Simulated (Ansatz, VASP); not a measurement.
Pb: VASP beside Ansatz

The input POSCAR:

```
Pb
1.0
    0.0000000000      2.4584086270      2.4584086270
    2.4584086270      0.0000000000      2.4584086270
    2.4584086270      2.4584086270      0.0000000000
Pb
1
Direct
    0.0000000000      0.0000000000      0.0000000000
```

Contents of INCAR.step1:

```
SYSTEM = Pb
PREC = Accurate
ENCUT = 520
EDIFF = 1E-5
ISMEAR = -1
SIGMA = 0.05
LREAL = .False.
LASPH = .True.
NELM = 60
ALGO = Normal
ISIF = 2
LWAVE = .True.
LCHARG = .False.
GGA = PE
NBANDS = 13
```

File INCAR.step2:

```
SYSTEM = Pb
PREC = Accurate
ENCUT = 520
EDIFF = 1E-6
ISMEAR = -1
SIGMA = 0.05
LREAL = .False.
LASPH = .True.
NELM = 60
ALGO = Normal
ISIF = 2
LWAVE = .False.
LCHARG = .False.
GGA = PE
LHFCALC = .True.
AEXX = 0.25
PRECFOCK = Normal
ISTART = 1
NBANDS = 13
```

Contents of KPOINTS:

```
regular mesh
0
Gamma
  5 5 5
  0 0 0
```

input.yaml

```yaml
crystal:
  lattice:
    - [0.0, 2.458408627, 2.458408627]
    - [2.458408627, 0.0, 2.458408627]
    - [2.458408627, 2.458408627, 0.0]
  atoms:
    - { symbol: Pb, position: [0.0, 0.0, 0.0] }
hamiltonian:
  xc: pbe0
  pseudopotentials: { kind: paw }
kpoints:
  mp_grid: { grid: [5, 5, 5] }
scf:
  occupations: { method: fermi_dirac, width: 0.05 }
output:
  forces: true
  stress: true
  eigenvalues: true
```

Alike in both runs: task single point; functional PBE0; k mesh 5 × 5 × 5; occupations fermi-dirac, width 0.05 eV; no spin polarisation.

|  | VASP | Ansatz |
| --- | --- | --- |
| version | VASP 6.6.1 | Ansatz 0.2.0 |
| potentials or method | VASP PAW PBE potentials, release 64 (Pb_d) | Ansatz PAW |
| plane-wave cutoff (eV) | 520 | 420 |
| valence electrons in the cell | 14 | 14 |

```csv
,VASP,Ansatz,Ansatz less VASP
gap on the k mesh at the Fermi level (eV),none,none,-
pressure (GPa),1.3,1.5,+0.19
```

A gap of «none» marks a metal or a gap that the smearing closes.

The k mesh is coarse, so the values compare programs but aren't converged. Neither program's run includes spin-orbit coupling.
